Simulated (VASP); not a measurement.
Write the native input for VASP 6.6.1 that does the following.

```
Task                   : single point
Functional             : LDA
Potentials or basis    : VASP PAW LDA potentials, release 64 (Y_sv)
Cutoff                 : 520 eV
k mesh                 : 10 × 10 × 6
Occupations            : fermi-dirac, width 0.08 eV
Spin                   : no spin polarisation
Dipole correction      : no
Further INCAR settings : ALGO = Normal; EDIFF = 1e-06; NBANDS = 18
```

The structure of Y lies in POSCAR:

```
Y
1.0
    3.5422956430      0.0000000000      0.0000000000
   -1.7711478215      3.0677180146      0.0000000000
    0.0000000000      0.0000000000      5.5161657872
Y
2
Direct
    0.3333333333      0.6666666667      0.2500000000
    0.6666666667      0.3333333333      0.7500000000
```

These files were run (other wordings do the same):

INCAR

```
PREC = Accurate
ENCUT = 520
EDIFF = 1E-6
ISMEAR = -1
SIGMA = 0.08
LREAL = False
LASPH = True
NELM = 100
ALGO = Normal
ISIF = 2
LWAVE = False
LCHARG = False
GGA = CA
NBANDS = 18
```

KPOINTS

```
regular mesh
0
Gamma
  10 10 6
```

Potentials or basis: VASP PAW LDA potentials, release 64 (Y_sv).

Command:

```bash
$ cat potpaw_LDA.64/Y_sv/POTCAR > POTCAR
$ mpirun -np 1 vasp_std > vasp.out
```

Results of the run:

- Pressure: -0.1 GPa
- Band gap on the k mesh: zero (band 11 reaches 4.62 eV, above the bottom of band 12 at 2.83 eV)

It took 36 s on 1 thread of Intel(R) Xeon(R) Platinum 8375C CPU @ 2.90GHz (Ice Lake), with other jobs on the host, peak memory 0.19 GiB.
